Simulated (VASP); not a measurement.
# PbS (Fm-3m) in VASP: notebook, part 2 of 2

VASP 6.6.1.

## (3) Electric field gradients, PBE (volume scaled by 0.99)

INCAR

```
  PREC = Accurate
  ENCUT = 520
  EDIFF = 1E-8
  ISMEAR = -1
  SIGMA = 0.01
  LREAL = F
  LASPH = T
  NELM = 60
  ALGO = Normal
  ISIF = 2
  LWAVE = F
  LCHARG = F
  GGA = PE
  LEFG = T
  NBANDS = 17
```

KPOINTS

```
Automatic mesh
0
Gamma
  8 8 8
```

POSCAR

```
PbS
1.0
    0.0000000000      2.9550835380      2.9550835380
    2.9550835380      0.0000000000      2.9550835380
    2.9550835380      2.9550835380      0.0000000000
Pb S
1 1
Direct
    0.0000000000      0.0000000000      0.0000000000
    0.5000000000      0.5000000000      0.5000000000
```

Potentials or basis: VASP PAW PBE potentials, release 64 (Pb_d, S).

Launch:

```sh
> cat potpaw_PBE.64/Pb_d/POTCAR potpaw_PBE.64/S/POTCAR > POTCAR
> mpirun -np 1 vasp_std > vasp.out
```

OUTCAR:

```text
PREC = Accurate
   ENCUT = 520
   EDIFF = 1E-8
   ISMEAR = -1
   LREAL = F
   LASPH = T
   NELM = 60
   ISIF = 2
   GGA = PE

 ion  position               nearest neighbor table
   1  0.000  0.000  0.000-   2 2.96   2 2.96   2 2.96   2 2.96   2 2.96   2 2.96
   2  0.500  0.500  0.500-   1 2.96   1 2.96   1 2.96   1 2.96   1 2.96   1 2.96

  LATTYP: Found a face centered cubic cell.
 ALAT       =     5.9101670760

  Lattice vectors:

 A1 = (   0.0000000000,   2.9550835380,   2.9550835380)
 A2 = (   2.9550835380,   0.0000000000,   2.9550835380)
[... 691 lines left out ...]
  ---------------------------------------------------
  free  energy   TOTEN  =        -8.7470328562 eV

  energy  without entropy=       -8.7470328557  energy(sigma->0) =       -8.74703286

 Electric field gradients (V/A^2)
---------------------------------------------------------------------
 ion       V_xx      V_yy      V_zz      V_xy      V_xz      V_yz
---------------------------------------------------------------------
   1       0.000    -0.000    -0.000    -0.001    -0.001    -0.001
   2      -0.000    -0.000    -0.000    -0.000    -0.000    -0.000
---------------------------------------------------------------------

 Electric field gradients after diagonalization (V/A^2)
 (convention: |V_zz| > |V_xx| > |V_yy|)
----------------------------------------------------------------------
 ion       V_xx      V_yy      V_zz     asymmetry (V_yy - V_xx)/ V_zz
----------------------------------------------------------------------
   1       0.001     0.001    -0.002       0.000
   2       0.000     0.000    -0.001       0.000
----------------------------------------------------------------------

           NMR quadrupolar parameters

 Cq : quadrupolar parameter    Cq=e*Q*V_zz/h
 eta: asymmetry parameters     (V_yy - V_xx)/ V_zz
 Q  : nuclear electric quadrupole moment in mb (millibarn)
----------------------------------------------------------------------
 ion       Cq(MHz)       eta       Q (mb)
----------------------------------------------------------------------
   1      -0.000       0.000       1.000
   2      -0.000       0.000       1.000
----------------------------------------------------------------------
```

stdout:

```text
POSCAR found type information on POSCAR PbS
 POSCAR found :  2 types and       2 ions
 scaLAPACK will be used
 LDA part: xc-table for (Slater+PW92), standard interpolation
 POSCAR, INCAR and KPOINTS ok, starting setup
 FFT: planning ... GRIDC
 FFT: planning ... GRID_SOFT
 FFT: planning ... GRID
 WAVECAR not read
 entering main loop
ion   1

ion   2
```

Run time: 21 s. Hardware: 1 thread of Intel Xeon 6975P-C, shared host; peak memory 0.18 GiB.

Results:

| Item | Value |
| --- | --- |
| Free energy | -8.7470 eV |
| Pressure | 2.8 GPa |
| Band gap on the k mesh | 0.32 eV, direct |

Caveat: the cell differs from its parent crystal (volume scaled by 0.99); without QUAD_EFG the Cq values of the log hold for a quadrupole moment of 1 mb, not for the nuclei; spin-orbit coupling is left out, which moves the levels of the heavy elements.

## (4) Electric field gradients, PBE

This run uses another cell than the first one, of 26.07 Å³/atom, 1.020 times its volume.

INCAR

```
SYSTEM = PbS
ALGO     = Normal         ! electronic algorithm
EDIFF    = 1E-8           ! SCF threshold, eV
ENCUT    = 520            ! plane-wave cutoff, eV
GGA      = PE             ! functional
ISIF     = 2              ! what is computed and relaxed
ISMEAR   = -1             ! smearing method
LASPH    = .TRUE.         ! aspherical terms in the spheres
LCHARG   = .FALSE.        ! write CHGCAR
LEFG     = .TRUE.       
LREAL    = .FALSE.        ! projectors in reciprocal space
LWAVE    = .FALSE.        ! write WAVECAR
NBANDS   = 17             ! bands
NELM     = 100            ! most SCF steps
PREC     = Accurate       ! precision mode
SIGMA    = 0.01           ! smearing width, eV
```

KPOINTS

```
k-points
0
G
  8 8 8
  0 0 0
```

POSCAR

```
PbS
1.0
    0.0000000000      2.9650000000      2.9650000000
    2.9650000000      0.0000000000      2.9650000000
    2.9650000000      2.9650000000      0.0000000000
Pb S
1 1
Direct
    0.0000000000      0.0000000000      0.0000000000
    0.5000000000      0.5000000000      0.5000000000
```

Potentials or basis: VASP PAW PBE potentials, release 64 (Pb_d, S).

Launch:

```sh
> cat potpaw_PBE.64/Pb_d/POTCAR potpaw_PBE.64/S/POTCAR > POTCAR
> mpirun -np 1 vasp_std > vasp.out
```

OUTCAR:

```text
SYSTEM = PbS
   EDIFF = 1E-8
   ENCUT = 520
   GGA = PE
   ISIF = 2
   ISMEAR = -1
   LASPH = .TRUE.
   LREAL = .FALSE.
   NELM = 100
   PREC = Accurate

 ion  position               nearest neighbor table
   1  0.000  0.000  0.000-   2 2.96   2 2.96   2 2.96   2 2.96   2 2.96   2 2.96
   2  0.500  0.500  0.500-   1 2.96   1 2.96   1 2.96   1 2.96   1 2.96   1 2.96

  LATTYP: Found a face centered cubic cell.
 ALAT       =     5.9300000000

  Lattice vectors:

 A1 = (   0.0000000000,   2.9650000000,   2.9650000000)
 A2 = (   2.9650000000,   0.0000000000,   2.9650000000)
 A3 = (   2.9650000000,   2.9650000000,   0.0000000000)

Analysis of symmetry for initial positions (statically):
=====================================================================
 Subroutine PRICEL returns:
 Original cell was already a primitive cell.

 Routine SETGRP: Setting up the symmetry group for a
 face centered cubic supercell.

[... 668 lines left out ...]
      direct lattice vectors                 reciprocal lattice vectors
     0.000000000  2.965000000  2.965000000    -0.168634064  0.168634064  0.168634064
     2.965000000  0.000000000  2.965000000     0.168634064 -0.168634064  0.168634064
     2.965000000  2.965000000  0.000000000     0.168634064  0.168634064 -0.168634064

 POSITION                                       TOTAL-FORCE (eV/Angst)
 -----------------------------------------------------------------------------------
      0.00000      0.00000      0.00000         0.000000      0.000000      0.000000
      2.96500      2.96500      2.96500         0.000000      0.000000      0.000000
 -----------------------------------------------------------------------------------
    total drift:                                0.000000     -0.000000     -0.000000

  FREE ENERGIE OF THE ION-ELECTRON SYSTEM (eV)
  ---------------------------------------------------
  free  energy   TOTEN  =        -8.7554812427 eV

  energy  without entropy=       -8.7554812427  energy(sigma->0) =       -8.75548124

 Electric field gradients (V/A^2)
---------------------------------------------------------------------
 ion       V_xx      V_yy      V_zz      V_xy      V_xz      V_yz
---------------------------------------------------------------------
   1       0.000    -0.000     0.000    -0.001    -0.001    -0.001
   2       0.000    -0.000     0.000    -0.000    -0.000    -0.000
---------------------------------------------------------------------

 Electric field gradients after diagonalization (V/A^2)
 (convention: |V_zz| > |V_xx| > |V_yy|)
----------------------------------------------------------------------
 ion       V_xx      V_yy      V_zz     asymmetry (V_yy - V_xx)/ V_zz
----------------------------------------------------------------------
   1       0.001     0.001    -0.002       0.000
   2       0.000     0.000    -0.001       0.000
----------------------------------------------------------------------

           NMR quadrupolar parameters

 Cq : quadrupolar parameter    Cq=e*Q*V_zz/h
 eta: asymmetry parameters     (V_yy - V_xx)/ V_zz
 Q  : nuclear electric quadrupole moment in mb (millibarn)
----------------------------------------------------------------------
 ion       Cq(MHz)       eta       Q (mb)
----------------------------------------------------------------------
   1      -0.000       0.000       1.000
   2      -0.000       0.000       1.000
----------------------------------------------------------------------
```

Wall time 21 s (1 thread of Intel Xeon 6975P-C, shared host); peak memory 0.18 GiB.

Results:

```yaml
Free_energy: -8.7555 eV
Pressure: 2.2 GPa
Band_gap_on_the_k_mesh: 0.36 eV, direct
```

Caveat: without QUAD_EFG the Cq values of the log hold for a quadrupole moment of 1 mb, not for the nuclei; spin-orbit coupling is left out, which moves the levels of the heavy elements.

## (5) Summary

| cell | gap on the mesh (eV) | pressure (GPa) |
| --- | --- | --- |
| a = 4.165 Å, angles 60.0°, 2 atoms | 0.28 | 3.5 |
| a = 4.179 Å, angles 60.0°, 2 atoms | 0.32 | 2.8 |
| a = 4.193 Å, angles 60.0°, 2 atoms | 0.36 | 2.2 |

Alike in all rows: task electric field gradients; level PBE; potentials or basis VASP PAW PBE potentials, release 64 (Pb_d, S); no spin polarisation; k mesh 8 × 8 × 8; cutoff (eV) 520; smearing fermi-dirac 0.01 eV.

Caveats: spin-orbit coupling is left out, which moves the levels of the heavy elements.

Total energies depend on the potentials used, so only differences within one code and one set of settings carry meaning.
